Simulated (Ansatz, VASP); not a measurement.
This is a calculation of Hf for Ansatz 0.2.0.

input.yaml

```yaml
crystal:
  lattice:
    - [-1.805, 1.805, 1.805]
    - [1.805, -1.805, 1.805]
    - [1.805, 1.805, -1.805]
  atoms:
    - { symbol: Hf, position: [0.0, 0.0, 0.0] }
hamiltonian:
  xc: pbesol
  pseudopotentials: { kind: paw }
  dispersion: d3bj
kpoints:
  mp_grid: { grid: [10, 10, 10] }
scf:
  occupations: { method: fermi_dirac, width: 0.05 }
output:
  forces: true
  stress: true
  eigenvalues: true
relax:
  f_tol: 0.01
  max_steps: 40
  cell: { stress_tol: 0.05 }
```

Potentials or basis: Ansatz PAW.

The run is started by

```bash
$ ansatz run input.yaml --threads 2 --pin off --max-ram 5632MiB --backend cpu --events-out ev --progress --plain --runs-dir out
```

Question: Translate it to VASP 6.6.1. Potentials there: VASP PAW PBE potentials, release 64 (Hf_pv).

Answer: As run (the cutoff follows the program's own potentials):

File INCAR:

```
SYSTEM = Hf
ALGO = Fast
EDIFF = 1E-6
EDIFFG = -0.01
ENCUT = 600
GGA = PS
IBRION = 2
ISIF = 3
ISMEAR = -1
IVDW = 12
LASPH = .True.
LCHARG = .False.
LREAL = .False.
LWAVE = .False.
NELM = 100
NSW = 60
PREC = Accurate
SIGMA = 0.05
```

KPOINTS

```
k-points
0
Gamma
  10 10 10
  0 0 0
```

POSCAR

```
Hf
1.0
   -1.8050000000      1.8050000000      1.8050000000
    1.8050000000     -1.8050000000      1.8050000000
    1.8050000000      1.8050000000     -1.8050000000
Hf
1
Direct
    0.0000000000      0.0000000000      0.0000000000
```

Potentials or basis: VASP PAW PBE potentials, release 64 (Hf_pv).

Launch:

```console
$ cat potpaw_PBE.64/Hf_pv/POTCAR > POTCAR
$ mpirun -np 1 vasp_std > vasp.out
```

Both were run:

|  | VASP | Ansatz | Ansatz less VASP |
| --- | --- | --- | --- |
| gap on the k mesh at the Fermi level, each at its own relaxed structure (eV) | none | none | - |
| relaxed volume (Å³/atom) | 20.46 | 20.48 | +0.024 |
| relaxed cell length with the largest relative difference (Å) | 2.984 | 2.985 | +0.0012 |

VASP's potentials were made for PBE, not for PBEsol. A gap of «none» marks a metal or a gap that the smearing closes. VASP's potentials hold 10 valence electrons a cell and Ansatz's 26, so a difference there can come from the potentials and not from the codes.

Spin-orbit coupling is off throughout. Noted on Ansatz's run: the plane-wave basis is chosen anew once the cell has moved, so the energies of steps on either side of that aren't comparable.
